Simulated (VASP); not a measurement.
A run of VASP 6.6.1 is set up as follows.

File INCAR:

```
SYSTEM = GaAs
ALGO = Normal
EDIFF = 1E-6
EDIFFG = -0.008
ENCUT = 600
GGA = PE
IBRION = 2
ISIF = 3
ISMEAR = 0
LASPH = .True.
LCHARG = .False.
LREAL = .False.
LWAVE = .False.
NELM = 60
NSW = 70
PREC = Accurate
PSTRESS = 50.0
SIGMA = 0.01
```

Contents of KPOINTS:

```
k-points
0
Gamma
  10 10 10
  0 0 0
```

File POSCAR:

```
GaAs
1.0
    0.0000000000      2.8039625437      2.8039625437
    2.8039625437      0.0000000000      2.8039625437
    2.8039625437      2.8039625437      0.0000000000
Ga As
1 1
Direct
    0.0000000000      0.0000000000      0.0000000000
    0.2500000000      0.2500000000      0.2500000000
```

Potentials or basis: VASP PAW PBE potentials, release 64 (Ga_d, As).

Command:

```console
$ cat potpaw_PBE.64/Ga_d/POTCAR potpaw_PBE.64/As/POTCAR > POTCAR
$ mpirun -np 1 vasp_std > vasp.out
```

(1) Predict the space group after relaxing (to 0.05 Å).

(2) Estimate the relaxed volume.

(3) Estimate the band gap on the k mesh.

Answers

(1) F-43m (No. 216).

(2) 22.16 Å³/atom.

(3) 0.67 eV, direct.

Caveat: the cell is relaxed towards a set pressure, so the enthalpy falls and the energy may rise.
